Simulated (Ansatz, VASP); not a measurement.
Bi in VASP and in Ansatz

File INCAR:

```
SYSTEM = Bi
PREC = Accurate
ENCUT = 520
EDIFF = 1E-6
ISMEAR = -1
SIGMA = 0.05
LREAL = .FALSE.
LASPH = .TRUE.
NELM = 80
ALGO = Normal
ISIF = 2
LWAVE = .FALSE.
LCHARG = .TRUE.
GGA = PS
LELF = .TRUE.
LVHAR = .TRUE.
NBANDS = 14
```

The input KPOINTS:

```
regular mesh
0
G
  8 8 8
  0 0 0
```

Contents of POSCAR:

```
Bi
1.0
   -1.9814305318      1.9814305318      1.9814305318
    1.9814305318     -1.9814305318      1.9814305318
    1.9814305318      1.9814305318     -1.9814305318
Bi
1
Direct
    0.0000000000      0.0000000000      0.0000000000
```

File input.yaml:

```yaml
crystal:
  lattice:
    - [-1.9814305318, 1.9814305318, 1.9814305318]
    - [1.9814305318, -1.9814305318, 1.9814305318]
    - [1.9814305318, 1.9814305318, -1.9814305318]
  atoms:
    - { symbol: Bi, position: [0.0, 0.0, 0.0] }
hamiltonian:
  xc: pbesol
  pseudopotentials: { kind: paw }
kpoints:
  mp_grid: { grid: [8, 8, 8] }
  band_path:
    path:
      - [[0.0, 0.0, 0.0], [0.5, -0.5, 0.5], [0.0, 0.0, 0.5], [0.0, 0.0, 0.0], [0.25, 0.25, 0.25], [0.5, -0.5, 0.5]]
      - [[0.25, 0.25, 0.25], [0.0, 0.0, 0.5]]
    npoints: 14
scf:
  occupations: { method: fermi_dirac, width: 0.05 }
  n_extra_bands: 6
output:
  forces: true
  stress: true
  eigenvalues: true
  fatbands: false
```

Alike in both runs: functional PBEsol; k mesh 8 × 8 × 8; occupations fermi-dirac, width 0.05 eV; no spin polarisation.

|  | VASP | Ansatz |
| --- | --- | --- |
| version | VASP 6.6.1 | Ansatz 0.2.0 |
| potentials or method | VASP PAW PBE potentials, release 64 (Bi_d) | Ansatz PAW |
| plane-wave cutoff (eV) | 520 | 420 |
| valence electrons in the cell | 15 | 15 |
| task | single point | band structure |

|  | VASP | Ansatz | Ansatz less VASP |
| --- | --- | --- | --- |
| gap on the k mesh at the Fermi level (eV) | none | none | - |
| pressure (GPa) | -2.3 | -2.2 | +0.06 |

VASP's potentials were made for PBE, not for PBEsol. A gap of «none» marks a metal or a gap that the smearing closes. With one functional, cell and mesh, what is left measures potentials, basis and numerics.

Neither program's run includes spin-orbit coupling.
